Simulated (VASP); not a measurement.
TiO2, 6 atoms in the cell. The structure is tetragonal, space group P4_2nm (No. 102). Conventional cell: a = 4.759 Å, b = 4.759 Å, c = 3.038 Å, α = 90.00°, β = 90.00°, γ = 90.00°. Within 2.5 Å of Ti (site symmetry 2mm) lie 6 O at 1.92 to 2.10 Å. Within 2.5 Å of O (site symmetry m) lie 3 Ti at 1.92 to 2.10 Å. 

| Quantity | Value |
| --- | --- |
| Program | VASP 6.6.1 |
| Task | single point |
| Functional | PBE |
| Potentials or basis | VASP PAW PBE potentials, release 64 (Ti_sv, O) |
| Cutoff | 520 eV |
| k mesh | 6 × 6 × 10 |
| Occupations | gaussian, width 0.05 eV |
| Spin | no spin polarisation |
| Dipole correction | no |
| Further INCAR settings | ALGO = Normal; EDIFF = 1e-06; NBANDS = 33 |

Potentials or basis: VASP PAW PBE potentials, release 64 (Ti_sv, O).

Launch:

```bash
$ cat potpaw_PBE.64/Ti_sv/POTCAR potpaw_PBE.64/O/POTCAR > POTCAR
$ mpirun -np 1 vasp_std > vasp.out
```

Hardware: 1 thread of Intel(R) Xeon(R) Platinum 8481C CPU @ 2.70GHz (Sapphire Rapids) (shared host).

Task: How long does it take, and how much memory?

Result: Wall time 46 s on 1 thread of Intel(R) Xeon(R) Platinum 8481C CPU @ 2.70GHz (Sapphire Rapids), with other jobs on the host, peak memory 0.24 GiB. Counts: scf iterations 16, k points 60.
